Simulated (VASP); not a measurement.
# Ge16H (a cell with a defect) in VASP: notebook, part 2 of 2

VASP 6.6.1. Earlier steps stand in the parts before.

## Step 3: Single point, PBE

INCAR reads:

```
SYSTEM = Ge16H
PREC = Accurate
ENCUT = 520
EDIFF = 1E-7
ISMEAR = -1
SIGMA = 0.05
LREAL = Auto
LASPH = .TRUE.
NELM = 60
ALGO = Normal
ISIF = 2
LWAVE = .FALSE.
LCHARG = .FALSE.
GGA = PE
NBANDS = 126
```

KPOINTS reads:

```
regular mesh
0
G
  2 2 2
  0 0 0
```

POSCAR reads:

```
Ge16H
1.0
    0.0000000000      5.6600000000      5.6600000000
    5.6600000000      0.0000000000      5.6600000000
    5.6600000000      5.6600000000      0.0000000000
Ge H
16 1
Direct
   -0.0095759717     -0.0101413428      0.0036219081
    0.1618109541      0.1611042403      0.0143551237
    0.0183392226      0.0176855124      0.4445936396
    0.1146024735      0.1140901060      0.6242314488
   -0.0094964664      0.5149911661      0.0036130742
    0.1185865724      0.6175795053      0.1449646643
   -0.0030212014      0.4909540636      0.5202650177
    0.1146378092      0.6456095406      0.6245318021
    0.5156537102     -0.0101590106      0.0036395760
    0.6181537102      0.1180653710      0.1449734982
    0.4914487633     -0.0034982332      0.5202650177
    0.6462279152      0.1140371025      0.6245141343
    0.4950971731      0.4945494700      0.0148321555
    0.6184187279      0.6177120141      0.1449734982
    0.4914664311      0.4908833922      0.5204593640
    0.6201766784      0.6196996466      0.6397526502
    0.2463427562      0.2465194346      0.7638692580
```

Potentials or basis: VASP PAW PBE potentials, release 64 (Ge_d, H).

Started as:

```console
> cat potpaw_PBE.64/Ge_d/POTCAR potpaw_PBE.64/H/POTCAR > POTCAR
> mpirun -np 1 vasp_std > vasp.out
```

OUTCAR:

```text
SYSTEM = Ge16H
   PREC = Accurate
   ENCUT = 520
   EDIFF = 1E-7
   ISMEAR = -1
   LREAL = Auto
   LASPH = .TRUE.
   NELM = 60
   ISIF = 2
   GGA = PE

 ion  position               nearest neighbor table
   1  0.990  0.990  0.004-   2 2.43  10 2.44   6 2.44   4 2.48
   2  0.162  0.161  0.014-  17 1.64   1 2.43   9 2.43   5 2.43   3 2.81
   3  0.018  0.018  0.445-   8 2.46  12 2.46   4 2.46   2 2.81
   4  0.115  0.114  0.624-   3 2.46  11 2.47   7 2.47   1 2.48
   5  0.991  0.515  0.004-   2 2.43   6 2.44  14 2.44   8 2.48
   6  0.119  0.618  0.145-   5 2.44   1 2.44   7 2.45  13 2.46
   7  0.997  0.491  0.520-   6 2.45  16 2.46   8 2.47   4 2.47
   8  0.115  0.646  0.625-   3 2.46   7 2.47  15 2.47   5 2.48
   9  0.516  0.990  0.004-   2 2.43  10 2.44  14 2.44  12 2.48
  10  0.618  0.118  0.145-   9 2.44   1 2.44  11 2.45  13 2.46
  11  0.491  0.997  0.520-  10 2.45  16 2.46  12 2.47   4 2.47
  12  0.646  0.114  0.625-   3 2.46  11 2.47  15 2.47   9 2.48
  13  0.495  0.495  0.015-  16 2.45  10 2.46   6 2.46  14 2.46
  14  0.618  0.618  0.145-   5 2.44   9 2.44  15 2.45  13 2.46
  15  0.491  0.491  0.520-  14 2.45  16 2.46   8 2.47  12 2.47
  16  0.620  0.620  0.640-  13 2.45  11 2.46   7 2.46  15 2.46
[... 206 lines left out ...]
  band No.  band energies     occupation
      1     -19.9193      2.00000
      2     -19.9179      2.00000
      3     -19.9082      2.00000
      4     -19.8946      2.00000
      5     -19.8826      2.00000
      6     -19.8817      2.00000
[... 1005 lines left out ...]
    123       9.1471      0.00000
    124       9.1859      0.00000
 [bands above 124 left out]

------------------------ aborting loop because EDIFF is reached ----------------------------------------

  FORCE on cell =-STRESS in cart. coord.  units (eV):
  Direction    XX          YY          ZZ          XY          YZ          ZX
  --------------------------------------------------------------------------------------
  -------------------------------------------------------------------------------------
  Total        8.6696533      8.6610606      8.6500414     -0.1327572      0.1659571      0.1651971
  in kB       38.3030206     38.2650575     38.2163740     -0.5865290      0.7332080      0.7298503
  external PRESSURE =      38.2614840 kB  Pullay stress =       0.0000000 kB

 VOLUME and BASIS-vectors are now :
 -----------------------------------------------------------------------------
  energy-cutoff  :      520.00
  volume of cell :      362.64
      direct lattice vectors                 reciprocal lattice vectors
     0.000000000  5.660000000  5.660000000    -0.088339223  0.088339223  0.088339223
     5.660000000  0.000000000  5.660000000     0.088339223 -0.088339223  0.088339223
     5.660000000  5.660000000  0.000000000     0.088339223  0.088339223 -0.088339223

 POSITION                                       TOTAL-FORCE (eV/Angst)
 -----------------------------------------------------------------------------------
      5.62310      5.62630     11.20840        -0.027811     -0.026561      0.006208
      0.99310      0.99710      1.82770         0.026724      0.021260      0.024811
      2.61650      2.62020      0.20390         0.000557     -0.001166      0.010768
      4.17890      4.18180      1.29440         0.007304      0.006537      0.005239
      2.93530      5.62670      8.52110        -0.011260     -0.009419     -0.001835
      4.31600      1.49170      4.16670         0.018771      0.019914     -0.001292
[... 9 lines left out ...]
      7.12850      7.13120      7.01770        -0.002318     -0.001596     -0.001949
      5.71880      5.71780      2.78960        -0.018080     -0.010238     -0.023944
 -----------------------------------------------------------------------------------
    total drift:                               -0.001594     -0.001207      0.000484

  FREE ENERGIE OF THE ION-ELECTRON SYSTEM (eV)
  ---------------------------------------------------
  free  energy   TOTEN  =       -72.1505214699 eV

  energy  without entropy=      -72.1134313837  energy(sigma->0) =      -72.13197643
```

stdout:

```text
POSCAR found type information on POSCAR GeH
 POSCAR found :  2 types and      17 ions
 scaLAPACK will be used
 LDA part: xc-table for (Slater+PW92), standard interpolation
 POSCAR, INCAR and KPOINTS ok, starting setup
 FFT: planning ... GRIDC
 FFT: planning ... GRID_SOFT
 FFT: planning ... GRID
 WAVECAR not read
 entering main loop
```

Run time: 26 min. Hardware: 1 thread of AMD EPYC 7R13, shared host; peak memory 0.58 GiB.

What came out:

```
Free energy   : -72.1505 eV
Pressure      : 3.8 GPa
Largest force : 0.042 eV/Å
```

Forces in eV/Å, atoms in the order of the input:
```
Ge  -0.028 -0.027  0.006
Ge   0.027  0.021  0.025
Ge   0.001 -0.001  0.011
Ge   0.007  0.007  0.005
Ge  -0.011 -0.009 -0.002
Ge   0.019  0.020 -0.001
Ge  -0.011  0.003 -0.007
Ge  -0.005  0.009  0.006
Ge  -0.012 -0.013  0.000
Ge   0.018  0.017 -0.003
Ge   0.003 -0.010 -0.008
Ge   0.010 -0.004  0.007
Ge  -0.004 -0.005  0.013
Ge   0.016  0.013 -0.028
Ge  -0.010 -0.009  0.002
Ge  -0.002 -0.002 -0.002
H   -0.018 -0.010 -0.024
```

Stress tensor (GPa, compression positive):
```
 3.83 -0.06  0.07
-0.06  3.83  0.07
 0.07  0.07  3.82
```

Caveat: the k points lie up to 0.48 Å⁻¹ apart.
